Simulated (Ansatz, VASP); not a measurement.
Ge2Sb3O: VASP beside Ansatz

The input INCAR:

```
SYSTEM = Ge2Sb3O
  ALGO = Normal
  EDIFF = 1E-6
  EDIFFG = -0.01
  ENCUT = 600
  GGA = PE
  IBRION = 2
  ISIF = 3
  ISMEAR = 0
  LASPH = .True.
  LCHARG = .False.
  LREAL = .False.
  LWAVE = .False.
  NELM = 100
  NSW = 100
  PREC = Accurate
  SIGMA = 0.1
```

Contents of KPOINTS:

```
k-points
0
Gamma
  12 12 4
  0 0 0
```

POSCAR

```
Ge2Sb3O
1.0
    3.3319716757      0.0000000000      0.0000000000
    0.0000000000      3.3319716757      0.0000000000
    0.0000000000      0.0000000000     11.2207911958
Ge Sb O
2 3 1
Direct
    0.0000000000      0.0000000000      0.3142554252
    0.0000000000      0.0000000000      0.6857445748
    0.5000000000      0.5000000000      0.1301343943
    0.5000000000      0.5000000000      0.5000000000
    0.5000000000      0.5000000000      0.8698656057
    0.0000000000      0.0000000000      0.0000000000
```

Input for Ansatz:

```yaml
crystal:
  lattice:
    - [3.3319716757, 0.0, 0.0]
    - [0.0, 3.3319716757, 0.0]
    - [0.0, 0.0, 11.2207911958]
  atoms:
    - { symbol: Ge, position: [0.0, 0.0, 0.3142554252] }
    - { symbol: Ge, position: [0.0, 0.0, 0.6857445748] }
    - { symbol: Sb, position: [0.5, 0.5, 0.1301343943] }
    - { symbol: Sb, position: [0.5, 0.5, 0.5] }
    - { symbol: Sb, position: [0.5, 0.5, 0.8698656057] }
    - { symbol: O, position: [0.0, 0.0, 0.0] }
basis:
  ecutwfc: 420
kpoints:
  mp_grid: { grid: [12, 12, 4] }
hamiltonian:
  xc: pbe
scf:
  occupations: { method: gaussian, width: 0.1 }
output:
  forces: true
  stress: true
  eigenvalues: true
relax:
  adjacent_minimum: "off"
  f_tol: 0.01
  max_steps: 80
  cell: { stress_tol: 0.05 }
```

Change from the starting cell: species swapped into the Al3Ni2Pt type (P4/mmm, No. 123).

Alike in both runs: task relaxation of cell and atoms; functional PBE; k mesh 12 × 12 × 4; occupations gaussian, width 0.1 eV; no spin polarisation.

|  | VASP | Ansatz |
| --- | --- | --- |
| version | VASP 6.6.1 | Ansatz 0.2.0 |
| potentials or method | VASP PAW PBE potentials, release 64 (Ge_d, Sb, O), cutoff 600 eV | scalar-relativistic, plane waves, PAW |
| valence electrons in the cell | 49 | 79 |

Ansatz gave:

```
gap on the k mesh at the Fermi level, each at its own relaxed structure (eV) : none
relaxed volume (Å³/atom)                                                     : 20.71
relaxed cell length with the largest relative difference (Å)                 : 10.975
```

Q: Which values does VASP return?

A: gap on the k mesh at the Fermi level, each at its own relaxed structure (eV): none; relaxed volume (Å³/atom): 20.65; relaxed cell length with the largest relative difference (Å): 10.961.

A gap of «none» marks a metal or a gap that the smearing closes. VASP's potentials hold 49 valence electrons a cell and Ansatz's 79, so a difference there can come from the potentials and not from the codes.

Neither program's run includes spin-orbit coupling. Noted on VASP's run: too few bands were computed for a metal, which touches its energy and stress.
